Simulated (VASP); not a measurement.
Input of a VASP 6.6.1 run:

File INCAR:

```
  PREC = Accurate
  ENCUT = 520
  EDIFF = 1E-7
  ISMEAR = -1
  SIGMA = 0.05
  LREAL = False
  LASPH = True
  NELM = 100
  ALGO = Normal
  ISIF = 2
  LWAVE = False
  LCHARG = True
  LELF = True
  LVHAR = True
  NBANDS = 18
```

The input KPOINTS:

```
Automatic mesh
0
Gamma
  11 11 6
```

The input POSCAR:

```
Au
1.0
    1.4298819627     -2.5895675798      0.0000000000
    1.4298819627      2.5895675798      0.0000000000
    0.0000000000      0.0000000000      4.9575608049
Au
2
Direct
    0.3346720300      0.6653279700      0.2500000000
    0.6653279700      0.3346720300      0.7500000000
```

Potentials or basis: VASP PAW LDA potentials, release 64 (Au).

Command:

```sh
$ cat potpaw_LDA.64/Au/POTCAR > POTCAR
$ mpirun -np 1 vasp_std > vasp.out
```

**Question.** What does it give for the pressure?

**Answer.** -13.9 GPa.

**Question.** What does it give for the band gap on the k mesh?

**Answer.** Zero (band 11 reaches 11.59 eV, above the bottom of band 12 at 5.61 eV).

Stress tensor (GPa, compression positive):
```
-12.23   0.00   0.00
  0.00 -15.24   0.00
  0.00   0.00 -14.26
```

Caveat: spin-orbit coupling is left out, which moves the levels of the heavy elements.
